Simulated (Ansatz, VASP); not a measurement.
## MnHg: VASP beside Ansatz

Contents of INCAR:

```
ALGO = Normal
EDIFF = 1E-6
ENCUT = 680
GGA = PE
GGA_COMPAT = False
ISIF = 2
ISMEAR = -1
ISPIN = 2
LASPH = True
LCHARG = False
LMAXMIX = 4
LORBIT = 11
LREAL = False
LWAVE = False
MAGMOM = 0 4
NBANDS = 28
NELM = 200
NUPDOWN = 4.0
PREC = Accurate
SIGMA = 0.05
```

Contents of KPOINTS:

```
k-points
0
Gamma
  7 7 7
```

File POSCAR:

```
MnHg
1.0
    3.3150000000      0.0000000000      0.0000000000
    0.0000000000      3.3150000000      0.0000000000
    0.0000000000      0.0000000000      3.3150000000
Hg Mn
1 1
Direct
    0.0000000000      0.0000000000      0.0000000000
    0.5000000000      0.5000000000      0.5000000000
```

File input.yaml:

```yaml
crystal:
  lattice:
    - [3.315, 0.0, 0.0]
    - [0.0, 3.315, 0.0]
    - [0.0, 0.0, 3.315]
  atoms:
    - { symbol: Hg, position: [0.0, 0.0, 0.0] }
    - { symbol: Mn, position: [0.5, 0.5, 0.5], spin: 4.0 }
hamiltonian:
  xc: pbe
  pseudopotentials: { kind: paw }
magnetization:
  spin_polarized: true
  initial_magnetization: 4.0
  spin_locking: { lock_magnetization: hard }
kpoints:
  mp_grid: { grid: [7, 7, 7] }
scf:
  occupations: { method: fermi_dirac, width: 0.05 }
  lower_state_search: "off"
output:
  forces: true
  stress: true
  eigenvalues: true
```

Alike in both runs: task single point; functional PBE; k mesh 7 × 7 × 7; occupations fermi-dirac, width 0.05 eV; collinear spin; fixed moment 4 μB.

|  | VASP | Ansatz |
| --- | --- | --- |
| version | VASP 6.6.1 | Ansatz 0.2.0 |
| potentials or method | VASP PAW PBE potentials, release 64 (Hg_sv_GW, Mn_sv) | Ansatz PAW |
| plane-wave cutoff (eV) | 680 | 420 |
| valence electrons in the cell | 35 | 35 |

```csv
,VASP,Ansatz,Ansatz less VASP
pressure (GPa),0.8,1.2,+0.42
net moment per atom (μB),2.00,2.00,0.000
size of the moment on the site where the two differ most (μB),3.70,3.94,+0.237
```

Site moments also hang on the region over which each program counts them. With one functional, cell and mesh, what is left measures potentials, basis and numerics.

Spin-orbit coupling is off throughout.
